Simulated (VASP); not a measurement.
# SnSe (Pnma) in VASP: notebook

SnSe is run at these levels: PBE+D3(BJ); tasks: single point.

All numbers are computed with VASP 6.6.1; they aren't measurements. Logs are shortened: lines on timing, memory, paths and dates and some standing lists are left out, and cuts for length are marked.

### Step 1. The cell of the first run

The structure is orthorhombic, space group Pnma (No. 62). Conventional cell: a = 11.151 Å, b = 4.094 Å, c = 4.183 Å, α = 90.00°, β = 90.00°, γ = 90.00°. Within 3.8 Å of Sn (site symmetry m) lie 7 Se at 2.72 to 3.72 Å and 2 Sn at 3.33 Å. Within 3.9 Å of Se (site symmetry m) lie 7 Sn at 2.72 to 3.72 Å and 6 Se at 3.74 to 3.82 Å.

### Step 2. Single point, PBE+D3(BJ) (23.87 Å³/atom)

The input, INCAR:

```
  ALGO = Normal
  EDIFF = 1E-7
  ENCUT = 520
  GGA = PE
  ISIF = 2
  ISMEAR = 0
  IVDW = 12
  LASPH = True
  LCHARG = False
  LREAL = False
  LWAVE = False
  NBANDS = 50
  NELM = 100
  PREC = Accurate
  SIGMA = 0.02
```

The input, KPOINTS:

```
k-points
0
Gamma
  4 8 8
```

The input, POSCAR:

```
SnSe
1.0
   11.1505170425      0.0000000000      0.0000000000
    0.0000000000      4.0944174568      0.0000000000
    0.0000000000      0.0000000000      4.1834507215
Sn Se
4 4
Direct
    0.1160390879      0.2500000000      0.0548925657
    0.3839609121      0.7500000000      0.5548925657
    0.6160390879      0.2500000000      0.4451074343
    0.8839609121      0.7500000000      0.9451074343
    0.3597560254      0.2500000000      0.0158508780
    0.1402439746      0.7500000000      0.5158508780
    0.8597560254      0.2500000000      0.4841491220
    0.6402439746      0.7500000000      0.9841491220
```

Potentials or basis: VASP PAW PBE potentials, release 64 (Sn_d, Se).

Run with:

```console
> cat potpaw_PBE.64/Sn_d/POTCAR potpaw_PBE.64/Se/POTCAR > POTCAR
> mpirun -np 1 vasp_std > vasp.out
```

OUTCAR:

```text
EDIFF = 1E-7
   ENCUT = 520
   GGA = PE
   ISIF = 2
   ISMEAR = 0
   IVDW = 12
   LASPH = True
   LREAL = False
   NELM = 100
   PREC = Accurate
 IVDW          = 12

 ion  position               nearest neighbor table
   1  0.116  0.250  0.055-   5 2.72   6 2.83   6 2.83   6 3.06   6 3.06   4 3.33   4 3.33
   2  0.384  0.750  0.555-   6 2.72   5 2.83   5 2.83   5 3.06   5 3.06   3 3.33   3 3.33
   3  0.616  0.250  0.445-   7 2.72   8 2.83   8 2.83   8 3.06   8 3.06   2 3.33   2 3.33
   4  0.884  0.750  0.945-   8 2.72   7 2.83   7 2.83   7 3.06   7 3.06   1 3.33   1 3.33
   5  0.360  0.250  0.016-   1 2.72   2 2.83   2 2.83   2 3.06   2 3.06
   6  0.140  0.750  0.516-   2 2.72   1 2.83   1 2.83   1 3.06   1 3.06
   7  0.860  0.250  0.484-   3 2.72   4 2.83   4 2.83   4 3.06   4 3.06
   8  0.640  0.750  0.984-   4 2.72   3 2.83   3 2.83   3 3.06   3 3.06

  LATTYP: Found a simple orthorhombic cell.
 ALAT       =     4.0944174568
 B/A-ratio  =     1.0217450384
 C/A-ratio  =     2.7233464003

  Lattice vectors:

 A1 = (   0.0000000000,   4.0944174568,   0.0000000000)
 A2 = (   0.0000000000,   0.0000000000,   4.1834507215)
 A3 = (  11.1505170425,   0.0000000000,   0.0000000000)

Analysis of symmetry for initial positions (statically):
=====================================================================
 Subroutine PRICEL returns:
 Original cell was already a primitive cell.

 Routine SETGRP: Setting up the symmetry group for a
 simple orthorhombic supercell.

 Subroutine GETGRP returns: Found  8 space group operations
 (whereof  2 operations were pure point group operations)
 out of a pool of  8 trial point group operations.

The static configuration has the point symmetry S_2 .
 The point group associated with its full space group is D_2h.

Analysis of symmetry for dynamics (positions and initial velocities):
=====================================================================
 Subroutine PRICEL returns:
 Original cell was already a primitive cell.

 Routine SETGRP: Setting up the symmetry group for a
 simple orthorhombic supercell.

 Subroutine GETGRP returns: Found  8 space group operations
 (whereof  2 operations were pure point group operations)
 out of a pool of  8 trial point group operations.

The dynamic configuration has the point symmetry S_2 .
 The point group associated with its full space group is D_2h.

 Subroutine INISYM returns: Found  8 space group operations
 (whereof  2 operations are pure point group operations),
 and found     1 'primitive' translations

----------------------------------------------------------------------------------------

                                     Primitive cell

  volume of cell :     190.9949

  direct lattice vectors                    reciprocal lattice vectors
    11.150517043  0.000000000  0.000000000     0.089681940  0.000000000  0.000000000
     0.000000000  4.094417457  0.000000000     0.000000000  0.244234988  0.000000000
     0.000000000  0.000000000  4.183450721     0.000000000  0.000000000  0.239037117

  length of vectors
    11.150517043  4.094417457  4.183450721     0.089681940  0.244234988  0.239037117

  position of ions in fractional coordinates (direct lattice)
     0.116039088  0.250000000  0.054892566
     0.383960912  0.750000000  0.554892566
     0.616039088  0.250000000  0.445107434
     0.883960912  0.750000000  0.945107434
     0.359756025  0.250000000  0.015850878
     0.140243975  0.750000000  0.515850878
     0.859756025  0.250000000  0.484149122
     0.640243975  0.750000000  0.984149122

  ion indices of the primitive-cell ions
   primitive index   ion index
                 1           1
                 2           2
                 3           3
                 4           4
                 5           5
                 6           6
                 7           7
                 8           8

----------------------------------------------------------------------------------------

 KPOINTS: k-points

Automatic generation of k-mesh.
 Grid dimensions read from file:
 generate k-points for:    4    8    8

 Generating k-lattice:

  Cartesian coordinates                     Fractional coordinates (reciprocal lattice)
     0.022420485  0.000000000  0.000000000     0.250000000  0.000000000  0.000000000
     0.000000000  0.030529374  0.000000000     0.000000000  0.125000000  0.000000000
     0.000000000  0.000000000  0.029879640     0.000000000  0.000000000  0.125000000

  Length of vectors
     0.022420485  0.030529374  0.029879640

  Shift w.r.t. Gamma in fractional coordinates (k-lattice)
     0.000000000  0.000000000  0.000000000

 Subroutine IBZKPT returns following result:
 ===========================================

 Found     75 irreducible k-points:

 Following reciprocal coordinates:
            Coordinates               Weight
  0.000000  0.000000  0.000000      1.000000
  0.250000  0.000000  0.000000      2.000000
  0.500000  0.000000  0.000000      1.000000
  0.000000  0.125000  0.000000      2.000000
  0.250000  0.125000  0.000000      4.000000
  0.500000  0.125000  0.000000      2.000000
[... 16 lines left out ...]
  0.250000  0.250000  0.125000      8.000000
  0.500000  0.250000  0.125000      4.000000
 [... further k-points ...]
   k-points           NKPTS =     75   k-points in BZ     NKDIM =     75   number of bands    NBANDS=     50
   number of dos      NEDOS =    301   number of ions     NIONS =      8
   total plane-waves  NPLWV =  80640
   dimension x,y,z NGX =    84 NGY =   30 NGZ =   32
   dimension x,y,z NGXF=   168 NGYF=   60 NGZF=   64
   ions per type =               4   4
   NGX,Y,Z   is equivalent  to a cutoff of  12.52, 12.18, 12.72 a.u.
   NGXF,Y,Z  is equivalent  to a cutoff of  25.05, 24.36, 25.43 a.u.
 SYSTEM =  unknown system
   PREC   = accura    normal or accurate (medium, high low for compatibility)
   ISTART =      0    job   : 0-new  1-cont  2-samecut
   ICHARG =      2    charge: 1-file 2-atom 10-const
   ISPIN  =      1    spin polarized calculation?
   LNONCOLLINEAR =      F non collinear calculations
   LSORBIT =      F    spin-orbit coupling
   LASPH  =      T    aspherical Exc in radial PAW
   ENCUT  =  520.0 eV  38.22 Ry    6.18 a.u.  20.73  7.61  7.78*2*pi/ulx,y,z
   NELM   =    100;   NELMIN=  2; NELMDL= -5     # of ELM steps
   EDIFF  = 0.1E-06   stopping-criterion for ELM
   LREAL  =      F    real-space projection
   EDIFFG = 0.1E-05   stopping-criterion for IOM
   NSW    =      0    number of steps for IOM
   IBRION =     -1    ionic relax: 0-MD 1-quasi-New 2-CG
   NFREE  =      0    steps in history (QN), initial steepest desc. (CG)
   ISIF   =      2    stress and relaxation
   ISYM   =      2    0-nonsym 1-usesym 2-fastsym
   POTIM  = 0.5000    time-step for ionic-motion
   TEBEG  =    0.0;   TEEND  =   0.0 temperature during run
   PSTRESS=    0.0 pullay stress
   NELECT =      80.0000    total number of electrons
   NUPDOWN=      -1.0000    fix difference up-down
   EMIN   =  10.00;   EMAX   =-10.00  energy-range for DOS
   EFERMI =   0.00;   METHOD = LEGACY
   ISMEAR =     0;   SIGMA  =   0.02  broadening in eV -4-tet -1-fermi 0-gaus
   EFERMI_NEDOS =   21; number of points for ismear=-14 and -15
   IALGO  =     38    algorithm
   IMIX   =      4    mixing-type and parameters
     AMIX     =   0.40;   BMIX     =  1.00
     AMIX_MAG =   1.60;   BMIX_MAG =  1.00
  volume/ion in A,a.u.               =      23.87       161.11
  Fermi-wavevector in a.u.,A,eV,Ry     =   1.224891  2.314709 20.413621  1.500359
  Thomas-Fermi vector in A             =   2.359949
   LORBIT       =      0    0 simple, 1 ext, 2 COOP (PROOUT), +10 PAW based schemes
   GGA     = PE    functional components
   LHFCALC =     F    Hartree Fock is set to
   AEXX    =    0.0000 exact exchange contribution
   IVDW    =    12    specifies the selected vdW correction
   LEPSILON=     F    determine dielectric tensor
   LRPA    =     F    only Hartree local field effects (RPA)
 non-spin polarized calculation
 Gauss-broadening in eV      SIGMA  =   0.02
  energy-cutoff  :      520.00
  volume of cell :      190.99
 maximum number of plane-waves:      5192
 NGX is ok and might be reduce to    84
   NGX = 41   NGY = 15   NGZ = 15

 number of electron      80.0000020 magnetization

 Free energy of the ion-electron system (eV)
  ---------------------------------------------------
  ext. energy  EPLUGINS =         0.00000000
  ---------------------------------------------------
  free energy    TOTEN  =       -32.25701994 eV

  energy without entropy =      -32.25701994  energy(sigma->0) =      -32.25701994

 E-fermi :   6.9341     XC(G=0): -10.2617

 val. band max:        6.8592756850   @ k =   0.0000   0.0000   0.3750
 cond. band min:       7.0070049082   @ k =   0.0000   0.0000   0.0000
 fundamental gap:      0.1477292232
 Fermi energy:         6.9341375613

 k-point     1 :       0.0000    0.0000    0.0000
  band No.  band energies     occupation
      1     -14.7183      2.00000
      2     -14.7102      2.00000
      3     -14.7044      2.00000
      4     -14.7009      2.00000
      5     -14.6990      2.00000
      6     -14.6924      2.00000
[... 42 lines left out ...]
     49      11.6841      0.00000
     50      11.9537      0.00000

 k-point     2 :       0.2500    0.0000    0.0000
  band No.  band energies     occupation
      1     -14.7163      2.00000
      2     -14.7096      2.00000
      3     -14.7028      2.00000
      4     -14.7022      2.00000
      5     -14.7019      2.00000
      6     -14.6944      2.00000
[... 42 lines left out ...]
     49      11.5694      0.00000
     50      11.7476      0.00000

 k-point     3 :       0.5000    0.0000    0.0000
  band No.  band energies     occupation
      1     -14.7114      2.00000
      2     -14.7114      2.00000
      3     -14.7043      2.00000
      4     -14.7043      2.00000
      5     -14.6988      2.00000
      6     -14.6988      2.00000
[... 1102 lines left out ...]
     49      11.3387      0.00000
     50      11.5390      0.00000

 k-point    24 :       0.5000    0.2500    0.1250
  band No.  band energies     occupation
      1     -14.7053      2.00000
      2     -14.7053      2.00000
      3     -14.7007      2.00000
      4     -14.7007      2.00000
      5     -14.6961      2.00000
      6     -14.6961      2.00000
[... 42 lines left out ...]
     49      11.0223      0.00000
     50      11.0223      0.00000

 [... further k-points ...]

------------------------ aborting loop because EDIFF is reached ----------------------------------------

 Edisp (eV)   -3.24053

 E8    (eV) :    -1.4582

  FORCE on cell =-STRESS in cart. coord.  units (eV):
  Direction    XX          YY          ZZ          XY          YZ          ZX
  --------------------------------------------------------------------------------------
  -------------------------------------------------------------------------------------
  Total       5.27113     5.32727     5.25031     0.00000    -0.00000     0.00000
  in kB      44.21735    44.68823    44.04264     0.00000    -0.00000     0.00000
  external pressure =       44.32 kB  Pullay stress =        0.00 kB

 VOLUME and BASIS-vectors are now :
 -----------------------------------------------------------------------------
  energy-cutoff  :      520.00
  volume of cell :      190.99
      direct lattice vectors                 reciprocal lattice vectors
    11.150517043  0.000000000  0.000000000     0.089681940  0.000000000  0.000000000
     0.000000000  4.094417457  0.000000000     0.000000000  0.244234988  0.000000000
     0.000000000  0.000000000  4.183450721     0.000000000  0.000000000  0.239037117

 POSITION                                       TOTAL-FORCE (eV/Angst)
 -----------------------------------------------------------------------------------
      1.29390      1.02360      0.22964        -0.010026     -0.000000     -0.006171
      4.28136      3.07081      2.32137         0.010026      0.000000     -0.006171
      6.86915      1.02360      1.86209        -0.010026     -0.000000      0.006171
      9.85662      3.07081      3.95381         0.010026      0.000000      0.006171
      4.01147      1.02360      0.06631         0.010875      0.000000      0.004226
      1.56379      3.07081      2.15804        -0.010875      0.000000      0.004226
      9.58672      1.02360      2.02541         0.010875     -0.000000     -0.004226
      7.13905      3.07081      4.11714        -0.010875      0.000000     -0.004226
 -----------------------------------------------------------------------------------
    total drift:                                0.000000     -0.000000     -0.000000

  FREE ENERGIE OF THE ION-ELECTRON SYSTEM (eV)
  ---------------------------------------------------
  free  energy   TOTEN  =       -35.4975475037 eV

  energy  without entropy=      -35.4975475036  energy(sigma->0) =      -35.49754750
```

Run time: 19 min. Hardware: 1 thread of Intel Xeon 8259CL, shared host; peak memory 0.64 GiB.

What came out:

```
Free energy                : -35.4975 eV
Pressure                   : 4.4 GPa
Largest force              : 0.012 eV/Å
Band gap on the k mesh     : 0.15 eV (least direct gap 0.66 eV)
Dispersion energy per atom : -0.405 eV
```

Forces in eV/Å, atoms in the order of the input:
```
Sn  -0.010  0.000 -0.006
Sn   0.010  0.000 -0.006
Sn  -0.010  0.000  0.006
Sn   0.010  0.000  0.006
Se   0.011  0.000  0.004
Se  -0.011  0.000  0.004
Se   0.011  0.000 -0.004
Se  -0.011  0.000 -0.004
```

Caveat: the cell stands under pressure; spin-orbit coupling is left out, which moves the levels of the heavy elements.

### Step 3. Single point, PBE+D3(BJ) (25.45 Å³/atom)

This run uses another cell than the first one, of 25.45 Å³/atom.

The input, INCAR:

```
PREC = Accurate ; ENCUT = 520
EDIFF = 1E-6 ; ISMEAR = 0
SIGMA = 0.02 ; LREAL = F
LASPH = T ; NELM = 80
ALGO = Normal ; ISIF = 2
LWAVE = F ; LCHARG = T
GGA = PE ; IVDW = 12
LELF = T ; LVHAR = T
NBANDS = 50
```

The input, KPOINTS:

```
regular mesh
0
Gamma
  4 8 8
```

The input, POSCAR:

```
SnSe
1.0
   11.3736466482      0.0000000000      0.0000000000
    0.0000000000      4.1489652547      0.0000000000
    0.0000000000      0.0000000000      4.3143224018
Sn Se
4 4
Direct
    0.1169943685      0.2500000000      0.0839883354
    0.3830056315      0.7500000000      0.5839883354
    0.6169943685      0.2500000000      0.4160116646
    0.8830056315      0.7500000000      0.9160116646
    0.3579372705      0.2500000000      0.0213216236
    0.1420627295      0.7500000000      0.5213216236
    0.8579372705      0.2500000000      0.4786783764
    0.6420627295      0.7500000000      0.9786783764
```

Potentials or basis: VASP PAW PBE potentials, release 64 (Sn_d, Se).

Run with:

```console
> cat potpaw_PBE.64/Sn_d/POTCAR potpaw_PBE.64/Se/POTCAR > POTCAR
> mpirun -np 1 vasp_std > vasp.out
```

Run time: 11 min. Hardware: 1 thread of Oxide Virtual Turin-like, shared host; peak memory 0.64 GiB.

It converged, with:

* Free energy: -35.7086 eV
* Pressure: 1.2 GPa
* Largest force: 0.016 eV/Å
* Band gap on the k mesh: 0.43 eV (least direct gap 0.77 eV)
* Dispersion energy per atom: -0.380 eV

Forces in eV/Å, atoms in the order of the input:
```
Sn  -0.014  0.000 -0.009
Sn   0.014  0.000 -0.009
Sn  -0.014  0.000  0.009
Sn   0.014  0.000  0.009
Se   0.009  0.000  0.009
Se  -0.009  0.000  0.009
Se   0.009  0.000 -0.009
Se  -0.009  0.000 -0.009
```

Levels at points of the mesh, in eV from the valence-band top:
| k point | band 38 | band 39 | band 40 | band 41 | band 42 | band 43 |
| --- | --- | --- | --- | --- | --- | --- |
| (0.00, 0.00, 0.00) | -1.39 | -0.77 | -0.64 | 0.43 | 3.05 | 3.15 |
| (0.50, 0.00, 0.00) | -2.03 | -0.65 | -0.65 | 2.56 | 2.56 | 2.80 |
| (0.00, 0.50, 0.00) | -1.06 | -0.60 | -0.60 | 0.85 | 0.85 | 1.44 |
| (0.50, 0.50, 0.00) | -0.91 | -0.91 | -0.91 | 1.40 | 1.40 | 1.40 |
| (0.00, 0.00, 0.50) | -0.81 | -0.29 | -0.29 | 1.20 | 1.20 | 1.25 |
| (0.50, 0.00, 0.50) | -0.47 | -0.22 | -0.22 | 1.09 | 1.09 | 1.31 |
| (0.00, 0.50, 0.50) | -2.45 | -1.65 | -1.65 | 2.60 | 2.60 | 2.99 |
| (0.50, 0.50, 0.50) | -1.68 | -1.68 | -1.68 | 2.33 | 2.33 | 2.33 |

Caveat: spin-orbit coupling is left out, which moves the levels of the heavy elements. A k mesh can miss the band edges.
